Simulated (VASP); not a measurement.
Input of a VASP 6.6.1 run:

File INCAR:

```
SYSTEM = Au
PREC = Accurate
ENCUT = 520
EDIFF = 1E-6
ISMEAR = 0
SIGMA = 0.1
LREAL = .FALSE.
LASPH = .TRUE.
NELM = 100
ALGO = Normal
ISIF = 2
LWAVE = .FALSE.
LCHARG = .FALSE.
GGA = PE
NBANDS = 12
```

File KPOINTS:

```
Automatic mesh
0
G
  18 18 18
  0 0 0
```

File POSCAR:

```
Au
1.0
    0.0000000000      2.0789693796      2.0789693796
    2.0789693796      0.0000000000      2.0789693796
    2.0789693796      2.0789693796      0.0000000000
Au
1
Direct
    0.0000000000      0.0000000000      0.0000000000
```

Potentials or basis: VASP PAW PBE potentials, release 64 (Au).

Run with:

```sh
$ cat potpaw_PBE.64/Au/POTCAR > POTCAR
$ mpirun -np 1 vasp_std > vasp.out
```

(1) Predict the pressure.

## Answers

(1) -0.2 GPa.
